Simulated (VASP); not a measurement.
# CdS (Hawleyite) (F-43m) in VASP: a series of runs

CdS (Hawleyite) is run at these levels: PBE, LDA; tasks: single point.

Everything below comes from runs of VASP 6.6.1. Logs are shortened: lines on timing, memory, paths and dates and some standing lists are left out, and cuts for length are marked.

**1. The cell of the first run**

It takes space group F-43m (No. 216, cubic). The conventional cell has a = 5.878 Å, b = 5.878 Å, c = 5.878 Å, α = 90.00°, β = 90.00°, γ = 90.00°. Within 3.4 Å of Cd (site symmetry -43m) lie 4 S at 2.55 Å. S (site symmetry -43m) has 4 Cd at 2.55 Å within 3.4 Å.

**2. Single point, PBE**

File INCAR:

```
SYSTEM = CdS
  PREC = Accurate
  ENCUT = 520
  EDIFF = 1E-7
  ISMEAR = 0
  SIGMA = 0.01
  LREAL = .False.
  LASPH = .True.
  NELM = 60
  ALGO = Normal
  ISIF = 2
  LWAVE = .False.
  LCHARG = .False.
  GGA = PE
  NBANDS = 16
```

File KPOINTS:

```
Automatic mesh
0
Gamma
  4 4 4
  0 0 0
```

File POSCAR:

```
CdS
1.0
    0.0000000000      2.9392138866      2.9392138866
    2.9392138866      0.0000000000      2.9392138866
    2.9392138866      2.9392138866      0.0000000000
Cd S
1 1
Direct
    0.0000000000      0.0000000000      0.0000000000
    0.2500000000      0.2500000000      0.2500000000
```

Potentials or basis: VASP PAW PBE potentials, release 64 (Cd, S).

Run with:

```console
cat potpaw_PBE.64/Cd/POTCAR potpaw_PBE.64/S/POTCAR > POTCAR
mpirun -np 1 vasp_std > vasp.out
```

OUTCAR:

```text
SYSTEM = CdS
   PREC = Accurate
   ENCUT = 520
   EDIFF = 1E-7
   ISMEAR = 0
   LREAL = .False.
   LASPH = .True.
   NELM = 60
   ISIF = 2
   GGA = PE

 ion  position               nearest neighbor table
   1  0.000  0.000  0.000-   2 2.55   2 2.55   2 2.55   2 2.55
   2  0.250  0.250  0.250-   1 2.55   1 2.55   1 2.55   1 2.55

  LATTYP: Found a face centered cubic cell.
 ALAT       =     5.8784277732

  Lattice vectors:

 A1 = (   0.0000000000,   2.9392138866,   2.9392138866)
 A2 = (   2.9392138866,   0.0000000000,   2.9392138866)
 A3 = (   2.9392138866,   2.9392138866,   0.0000000000)

Analysis of symmetry for initial positions (statically):
=====================================================================
 Subroutine PRICEL returns:
 Original cell was already a primitive cell.

 Routine SETGRP: Setting up the symmetry group for a
 face centered cubic supercell.

 Subroutine GETGRP returns: Found 24 space group operations
 (whereof 24 operations were pure point group operations)
 out of a pool of 48 trial point group operations.

The static configuration has the point symmetry T_d .

Analysis of symmetry for dynamics (positions and initial velocities):
=====================================================================
 Subroutine PRICEL returns:
 Original cell was already a primitive cell.

 Routine SETGRP: Setting up the symmetry group for a
 face centered cubic supercell.

 Subroutine GETGRP returns: Found 24 space group operations
 (whereof 24 operations were pure point group operations)
 out of a pool of 48 trial point group operations.

The dynamic configuration has the point symmetry T_d .

 Subroutine INISYM returns: Found 24 space group operations
 (whereof 24 operations are pure point group operations),
 and found     1 'primitive' translations

----------------------------------------------------------------------------------------

                                     Primitive cell

  volume of cell :      50.7836

  direct lattice vectors                    reciprocal lattice vectors
     0.000000000  2.939213887  2.939213887    -0.170113513  0.170113513  0.170113513
     2.939213887  0.000000000  2.939213887     0.170113513 -0.170113513  0.170113513
     2.939213887  2.939213887  0.000000000     0.170113513  0.170113513 -0.170113513

  length of vectors
[... 63 lines left out ...]
   ENCUT  =  520.0 eV  38.22 Ry    6.18 a.u.   7.73  7.73  7.73*2*pi/ulx,y,z
   NELM   =     60;   NELMIN=  2; NELMDL= -5     # of ELM steps
   EDIFF  = 0.1E-06   stopping-criterion for ELM
   LREAL  =      F    real-space projection
   EDIFFG = 0.1E-05   stopping-criterion for IOM
   NSW    =      0    number of steps for IOM
   IBRION =     -1    ionic relax: 0-MD 1-quasi-New 2-CG
   NFREE  =      0    steps in history (QN), initial steepest desc. (CG)
   ISIF   =      2    stress and relaxation
   ISYM   =      2    0-nonsym 1-usesym 2-fastsym
   POTIM  = 0.5000    time-step for ionic-motion
   TEBEG  =    0.0;   TEEND  =   0.0 temperature during run
   PSTRESS=    0.0 pullay stress
   NELECT =      18.0000    total number of electrons
   NUPDOWN=      -1.0000    fix difference up-down
   EMIN   =  10.00;   EMAX   =-10.00  energy-range for DOS
   EFERMI =   0.00;   METHOD = LEGACY
   ISMEAR =     0;   SIGMA  =   0.01  broadening in eV -4-tet -1-fermi 0-gaus
   EFERMI_NEDOS =   21; number of points for ismear=-14 and -15
   IALGO  =     38    algorithm
   IMIX   =      4    mixing-type and parameters
     AMIX     =   0.40;   BMIX     =  1.00
     AMIX_MAG =   1.60;   BMIX_MAG =  1.00
  volume/ion in A,a.u.               =      25.39       171.35
  Fermi-wavevector in a.u.,A,eV,Ry     =   1.158576  2.189391 18.263073  1.342298
  Thomas-Fermi vector in A             =   2.295177
   LORBIT       =      0    0 simple, 1 ext, 2 COOP (PROOUT), +10 PAW based schemes
   GGA     = PE    functional components
   LHFCALC =     F    Hartree Fock is set to
   AEXX    =    0.0000 exact exchange contribution
   IVDW    =     0    specifies the selected vdW correction
   LEPSILON=     F    determine dielectric tensor
   LRPA    =     F    only Hartree local field effects (RPA)
 non-spin polarized calculation
 Gauss-broadening in eV      SIGMA  =   0.01
  energy-cutoff  :      520.00
  volume of cell :       50.78
 maximum number of plane-waves:      1384
 NGX is ok and might be reduce to    32
   NGX = 15   NGY = 15   NGZ = 15

 number of electron      18.0000005 magnetization

 Free energy of the ion-electron system (eV)
  ---------------------------------------------------
  ext. energy  EPLUGINS =         0.00000000
  ---------------------------------------------------
  free energy    TOTEN  =        -6.10703619 eV

  energy without entropy =       -6.10703619  energy(sigma->0) =       -6.10703619

 E-fermi :   1.2499     XC(G=0):  -9.0319

 val. band max:        1.1403500370   @ k =   0.0000   0.0000   0.0000
 cond. band min:       2.2271922753   @ k =   0.0000   0.0000   0.0000
 fundamental gap:      1.0868422383
 Fermi energy:         1.2499363790

 k-point     1 :       0.0000    0.0000    0.0000
  band No.  band energies     occupation
      1     -11.0867      2.00000
      2      -6.5277      2.00000
      3      -6.5277      2.00000
      4      -6.5277      2.00000
      5      -6.0815      2.00000
      6      -6.0815      2.00000
[... 129 lines left out ...]
      3      -6.2930      2.00000
      4      -6.1177      2.00000
      5      -6.0730      2.00000
      6      -5.4852      2.00000
[... 8 lines left out ...]
     15      14.2639      0.00000
     16      14.3833      0.00000

------------------------ aborting loop because EDIFF is reached ----------------------------------------

  FORCE on cell =-STRESS in cart. coord.  units (eV):
  Direction    XX          YY          ZZ          XY          YZ          ZX
  --------------------------------------------------------------------------------------
  -------------------------------------------------------------------------------------
  Total        0.5896490      0.5896490      0.5896490      0.0000000      0.0000000      0.0000000
  in kB       18.6028960     18.6028960     18.6028960      0.0000000      0.0000000      0.0000000
  external PRESSURE =      18.6028960 kB  Pullay stress =       0.0000000 kB

 VOLUME and BASIS-vectors are now :
 -----------------------------------------------------------------------------
  energy-cutoff  :      520.00
  volume of cell :       50.78
      direct lattice vectors                 reciprocal lattice vectors
     0.000000000  2.939213887  2.939213887    -0.170113513  0.170113513  0.170113513
     2.939213887  0.000000000  2.939213887     0.170113513 -0.170113513  0.170113513
     2.939213887  2.939213887  0.000000000     0.170113513  0.170113513 -0.170113513

 POSITION                                       TOTAL-FORCE (eV/Angst)
 -----------------------------------------------------------------------------------
      0.00000      0.00000      0.00000         0.000000      0.000000      0.000000
      1.46961      1.46961      1.46961        -0.000000     -0.000000     -0.000000
 -----------------------------------------------------------------------------------
    total drift:                               -0.000000     -0.000000     -0.000000

  FREE ENERGIE OF THE ION-ELECTRON SYSTEM (eV)
  ---------------------------------------------------
  free  energy   TOTEN  =        -6.1070361857 eV

  energy  without entropy=       -6.1070361857  energy(sigma->0) =       -6.10703619
```

stdout:

```text
POSCAR found type information on POSCAR CdS
 POSCAR found :  2 types and       2 ions
 scaLAPACK will be used
 LDA part: xc-table for (Slater+PW92), standard interpolation
 POSCAR, INCAR and KPOINTS ok, starting setup
 FFT: planning ... GRIDC
 FFT: planning ... GRID_SOFT
 FFT: planning ... GRID
 WAVECAR not read
 entering main loop
```

Run time: 9.9 s. Hardware: 1 thread of AMD EPYC 7R13 (Zen 3), shared host; peak memory 0.14 GiB.

Results:

```
Free energy            : -6.1070 eV
Pressure               : 1.9 GPa
Band gap on the k mesh : 1.09 eV, direct
```

Caveat: the k points lie up to 0.46 Å⁻¹ apart. As with any semilocal functional, this PBE gap is likely too small.

**3. Single point, PBE**

File INCAR:

```
PREC = Accurate
ENCUT = 520
EDIFF = 1E-7
ISMEAR = 0
SIGMA = 0.01
LREAL = False
LASPH = True
NELM = 80
ALGO = Normal
ISIF = 2
LWAVE = False
LCHARG = False
GGA = PE
NBANDS = 16
```

File KPOINTS:

```
Automatic mesh
0
Gamma
  4 4 4
```

POSCAR is that of step 2.

Potentials or basis: VASP PAW PBE potentials, release 64 (Cd, S).

Run with:

```console
cat potpaw_PBE.64/Cd/POTCAR potpaw_PBE.64/S/POTCAR > POTCAR
mpirun -np 1 vasp_std > vasp.out
```

OUTCAR:

```text
PREC = Accurate
   ENCUT = 520
   EDIFF = 1E-7
   ISMEAR = 0
   LREAL = False
   LASPH = True
   NELM = 80
   ISIF = 2
   GGA = PE

 ion  position               nearest neighbor table
   1  0.000  0.000  0.000-   2 2.55   2 2.55   2 2.55   2 2.55
   2  0.250  0.250  0.250-   1 2.55   1 2.55   1 2.55   1 2.55

  LATTYP: Found a face centered cubic cell.
 ALAT       =     5.8784277732

  Lattice vectors:

 A1 = (   0.0000000000,   2.9392138866,   2.9392138866)
 A2 = (   2.9392138866,   0.0000000000,   2.9392138866)
 A3 = (   2.9392138866,   2.9392138866,   0.0000000000)

Analysis of symmetry for initial positions (statically):
=====================================================================
 Subroutine PRICEL returns:
 Original cell was already a primitive cell.

 Routine SETGRP: Setting up the symmetry group for a
 face centered cubic supercell.

 Subroutine GETGRP returns: Found 24 space group operations
 (whereof 24 operations were pure point group operations)
 out of a pool of 48 trial point group operations.

The static configuration has the point symmetry T_d .

[... 142 lines left out ...]
  energy without entropy =       -6.10703619  energy(sigma->0) =       -6.10703619

 E-fermi :   1.2499     XC(G=0):  -9.0319

 val. band max:        1.1403500370   @ k =   0.0000   0.0000   0.0000
 cond. band min:       2.2271922753   @ k =   0.0000   0.0000   0.0000
 fundamental gap:      1.0868422383
 Fermi energy:         1.2499363790

 k-point     1 :       0.0000    0.0000    0.0000
  band No.  band energies     occupation
      1     -11.0867      2.00000
      2      -6.5277      2.00000
      3      -6.5277      2.00000
      4      -6.5277      2.00000
      5      -6.0815      2.00000
      6      -6.0815      2.00000
[... 129 lines left out ...]
      3      -6.2930      2.00000
      4      -6.1177      2.00000
      5      -6.0730      2.00000
      6      -5.4852      2.00000
[... 8 lines left out ...]
     15      14.2639      0.00000
     16      14.3833      0.00000

------------------------ aborting loop because EDIFF is reached ----------------------------------------

  FORCE on cell =-STRESS in cart. coord.  units (eV):
  Direction    XX          YY          ZZ          XY          YZ          ZX
  --------------------------------------------------------------------------------------
  -------------------------------------------------------------------------------------
  Total        0.5896490      0.5896490      0.5896490      0.0000000      0.0000000      0.0000000
  in kB       18.6028960     18.6028960     18.6028960      0.0000000      0.0000000      0.0000000
  external PRESSURE =      18.6028960 kB  Pullay stress =       0.0000000 kB

 VOLUME and BASIS-vectors are now :
 -----------------------------------------------------------------------------
  energy-cutoff  :      520.00
  volume of cell :       50.78
      direct lattice vectors                 reciprocal lattice vectors
     0.000000000  2.939213887  2.939213887    -0.170113513  0.170113513  0.170113513
     2.939213887  0.000000000  2.939213887     0.170113513 -0.170113513  0.170113513
     2.939213887  2.939213887  0.000000000     0.170113513  0.170113513 -0.170113513

 POSITION                                       TOTAL-FORCE (eV/Angst)
 -----------------------------------------------------------------------------------
      0.00000      0.00000      0.00000         0.000000      0.000000      0.000000
      1.46961      1.46961      1.46961        -0.000000     -0.000000     -0.000000
 -----------------------------------------------------------------------------------
    total drift:                               -0.000000     -0.000000     -0.000000

  FREE ENERGIE OF THE ION-ELECTRON SYSTEM (eV)
  ---------------------------------------------------
  free  energy   TOTEN  =        -6.1070361857 eV

  energy  without entropy=       -6.1070361857  energy(sigma->0) =       -6.10703619
```

stdout:

```text
POSCAR found type information on POSCAR CdS
 POSCAR found :  2 types and       2 ions
 scaLAPACK will be used
 LDA part: xc-table for (Slater+PW92), standard interpolation
 POSCAR, INCAR and KPOINTS ok, starting setup
 FFT: planning ... GRIDC
 FFT: planning ... GRID_SOFT
 FFT: planning ... GRID
 WAVECAR not read
 entering main loop
```

It took 9.4 s on 1 thread of AMD EPYC 7R13 (Zen 3), shared host; peak memory 0.14 GiB.

What came out:

- Free energy: -6.1070 eV
- Pressure: 1.9 GPa
- Band gap on the k mesh: 1.09 eV, direct

Caveat: the k points lie up to 0.46 Å⁻¹ apart.

**4. Single point, LDA**

File INCAR:

```
SYSTEM = CdS
PREC     = Accurate       ! precision mode
ENCUT    = 520            ! plane-wave cutoff, eV
EDIFF    = 1E-6           ! SCF threshold, eV
ISMEAR   = 0              ! smearing method
SIGMA    = 0.01           ! smearing width, eV
LREAL    = .FALSE.        ! projectors in reciprocal space
LASPH    = .TRUE.         ! aspherical terms in the spheres
NELM     = 80             ! most SCF steps
ALGO     = Normal         ! electronic algorithm
ISIF     = 2              ! what is computed and relaxed
LWAVE    = .FALSE.        ! write WAVECAR
LCHARG   = .TRUE.         ! write CHGCAR
LELF     = .TRUE.         ! ELF
LVHAR    = .TRUE.       
NBANDS   = 16             ! bands
```

File KPOINTS:

```
regular mesh
0
G
  4 4 4
  0 0 0
```

POSCAR is that of step 3.

Potentials or basis: VASP PAW LDA potentials, release 64 (Cd, S).

Run with:

```console
cat potpaw_LDA.64/Cd/POTCAR potpaw_LDA.64/S/POTCAR > POTCAR
mpirun -np 1 vasp_std > vasp.out
```

Wall time 8.4 s (1 thread of AMD EPYC 7R13 (Zen 3), shared host); peak memory 0.12 GiB.

It converged, with:

```yaml
Free_energy: -7.3407 eV
Pressure: -3.1 GPa
Band_gap_on_the_k_mesh: 0.82 eV, direct
```

Levels at points of the mesh, in eV from the valence-band top:
```
           k point  band 5  band 6  band 7  band 8  band 9  band 10  band 11  band 12  band 13  band 14
(0.00, 0.00, 0.00)   -7.27   -7.27    0.00    0.00    0.00     0.82     6.34     6.34     6.34    10.93
(0.50, 0.00, 0.00)   -7.23   -6.90   -4.39   -0.74   -0.74     2.73     6.82     6.82     7.14    10.66
(0.50, 0.50, 0.00)   -7.18   -6.84   -3.97   -1.85   -1.85     3.32     4.12     8.85    10.39    10.39
```

Caveat: the k points lie up to 0.46 Å⁻¹ apart. A hybrid or GW would open this gap; LDA tends to underestimate it.
